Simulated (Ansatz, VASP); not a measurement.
## CoO: VASP beside Ansatz

The input INCAR:

```
SYSTEM = CoO
ALGO = Normal
EDIFF = 1E-6
ENCUT = 520
GGA = PE
ISIF = 2
ISMEAR = 0
ISPIN = 2
LASPH = .True.
LCHARG = .False.
LMAXMIX = 4
LORBIT = 11
LREAL = .False.
LWAVE = .False.
MAGMOM = 3 3 0 0
NBANDS = 27
NELM = 150
PREC = Accurate
SIGMA = 0.05
```

File KPOINTS:

```
k-points
0
Gamma
  10 10 10
  0 0 0
```

File POSCAR:

```
CoO
1.0
   -2.1245315473     -2.1245315473      4.2490630946
   -4.2490630946     -2.1245315473      2.1245315473
   -2.1245315473     -4.2490630946      2.1245315473
Co O
2 2
Direct
    0.0000000000      0.0000000000      0.0000000000
    0.5000000000      0.5000000000      0.5000000000
    1.2500000000     -0.7500000000     -0.7500000000
    1.7500000000     -0.2500000000     -0.2500000000
```

Input for Ansatz:

```yaml
crystal:
  lattice:
    - [-2.1245315473, -2.1245315473, 4.2490630946]
    - [-4.2490630946, -2.1245315473, 2.1245315473]
    - [-2.1245315473, -4.2490630946, 2.1245315473]
  atoms:
    - { symbol: Co, position: [0.0, 0.0, 0.0], spin: 3.0 }
    - { symbol: O, position: [1.25, -0.75, -0.75] }
    - { symbol: Co, position: [0.5, 0.5, 0.5], spin: 3.0 }
    - { symbol: O, position: [1.75, -0.25, -0.25] }
basis:
  ecutwfc: 420
  ecutrho_ratio: 4
kpoints:
  mp_grid: { grid: [10, 10, 10] }
hamiltonian:
  xc: pbe
scf:
  occupations: { method: gaussian, width: 0.05 }
  lower_state_search: "off"
output:
  forces: true
  stress: true
  eigenvalues: true
  populations: true
magnetization:
  spin_polarized: true
```

Alike in both runs: task single point; functional PBE; k mesh 10 × 10 × 10; occupations gaussian, width 0.05 eV; collinear spin.

|  | VASP | Ansatz |
| --- | --- | --- |
| version | VASP 6.6.1 | Ansatz 0.2.0 |
| potentials or method | VASP PAW PBE potentials, release 64 (Co, O), cutoff 520 eV | scalar-relativistic, plane waves, PAW |
| valence electrons in the cell | 30 | 46 |

|  | VASP | Ansatz | Ansatz less VASP |
| --- | --- | --- | --- |
| gap on the k mesh at the Fermi level (eV) | none | none | - |
| pressure (GPa) | -0.7 | -0.2 | +0.55 |
| net moment per atom (μB) | 1.45 | 1.47 | +0.019 |
| size of the moment on the site where the two differ most (μB) | 2.55 | 2.50 | -0.056 |

Site moments also hang on the region over which each program counts them. A gap of «none» marks a metal or a gap that the smearing closes. VASP's potentials hold 30 valence electrons a cell and Ansatz's 46, so a difference there can come from the potentials and not from the codes.
